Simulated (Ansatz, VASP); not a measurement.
## Two plane-wave programs on Ca4AlO

```
CELL_PARAMETERS angstrom
8.69115 0.00000 0.00000
-4.34557 7.52676 0.00000
0.00000 0.00000 3.31025
ATOMIC_POSITIONS crystal
Ca 0.33333 0.66667 0.00000
Ca 0.12194 0.24387 0.50000
Ca 0.75613 0.87806 0.50000
Ca 0.12194 0.87806 0.50000
Al 0.66667 0.33333 0.00000
O 0.00000 0.00000 0.00000
```

Change from the starting cell: species swapped into the NdAlCu4 type (P-6m2, No. 187).

Alike in both runs: functional PBE; k mesh 3 × 3 × 6; occupations gaussian, width 0.1 eV; no spin polarisation.

Ansatz relaxed the structure, and its values are those at the end. VASP's run is a single point on that final structure, the one shown.

```csv
,VASP,Ansatz
version,VASP 6.6.1,Ansatz 0.2.0
potentials or method,"VASP PAW PBE potentials, release 64 (Ca_sv, Al, O), cutoff 520 eV","scalar-relativistic, plane waves, PAW"
valence electrons in the cell,49,49
```

Ansatz gave:

| Quantity | Value |
| --- | --- |
| gap on the k mesh at the Fermi level (eV) | none |
| pressure (GPa) | 0.0 |
| rms of the force components (eV/Å) | 0.001 |

What did VASP give for the same quantities?

gap on the k mesh at the Fermi level (eV): none; pressure (GPa): 0.1; rms of the force components (eV/Å): 0.013.

A gap of «none» marks a metal or a gap that the smearing closes.
